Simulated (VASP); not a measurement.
TaN: relaxation of cell and atoms with revPBE+D4

Crystal: TaN.

```
Ta N
1.0
     0.00000    2.21132    2.21132
     2.21132    0.00000    2.21132
     2.21132    2.21132    0.00000
Ta N
1 1
Direct
  0.50000 0.50000 0.50000
  0.00000 0.00000 0.00000
```

```yaml
Program: VASP 6.6.1
Task: relaxation of cell and atoms
Functional: revPBE
Dispersion: D4
Potentials_or_basis: VASP PAW PBE potentials, release 64 (Ta_pv, N)
Cutoff: 600 eV
k_mesh: 10 × 10 × 10
Occupations: fermi-dirac, width 0.05 eV
Spin: no spin polarisation
Dipole_correction: no
Further_INCAR_settings: ALGO = Normal; EDIFF = 1e-06; IBRION = 2; EDIFFG = -0.01; NSW = 80; ISIF = 3
```

```
Relaxed volume                         : 10.57 Å³/atom
Relaxed cell                           : a = 3.104 Å, b = 3.104 Å, c = 3.104 Å, α = 60.00°, β = 60.00°, γ = 60.00°
Space group after relaxing (to 0.05 Å) : Fm-3m (No. 225)
Energy gained by relaxing              : 5.7 meV/atom
Ionic steps                            : 4
Pressure after relaxing                : 0.0 GPa
Band gap on the k mesh                 : zero (band 8 reaches 11.61 eV, above the bottom of band 9 at 7.57 eV)
Dispersion energy per atom             : -0.560 eV
```

The path:
```tsv
step	energy change (eV)	largest force (eV/Å)	pressure (GPa)	volume (Å³)
1	0.0000	0.0000	-7.35	21.63
2	0.0428	0.0000	18.95	20.11
3	-0.0114	0.0000	0.42	21.11
4	-0.0114	0.0000	0.01	21.14
```

Final structure:
```
Ta N
1.0
     0.00000    2.19468    2.19468
     2.19468    0.00000    2.19468
     2.19468    2.19468    0.00000
Ta N
1 1
Direct
  0.50000 0.50000 0.50000
  0.00000 0.00000 0.00000
```

Levels at points of the mesh, in eV from the Fermi level:
| k point | band 5 | band 6 | band 7 | band 8 | band 9 | band 10 | band 11 | band 12 |
| --- | --- | --- | --- | --- | --- | --- | --- | --- |
| (0.00, 0.00, 0.00) | -3.87 | -3.87 | -3.87 | -2.15 | -2.15 | -2.15 | 0.04 | 0.04 |
| (0.50, 0.00, 0.00) | -10.46 | -7.65 | -7.65 | 1.89 | 1.89 | 1.99 | 3.79 | 7.58 |
| (0.50, 0.50, 0.00) | -6.70 | -5.54 | -4.69 | -4.69 | 2.11 | 3.54 | 3.54 | 4.55 |

Wall time 27 s on 1 thread of AMD EPYC 9R45 96-Core Processor (Zen 5), on a shared host, peak memory 0.15 GiB.

Caveat: the PAW data sets were made with another functional, which shifts forces and pressure a little; spin-orbit coupling is left out, which moves the levels of the heavy elements; pairwise dispersion overbinds metals, which lowers pressure and volume.
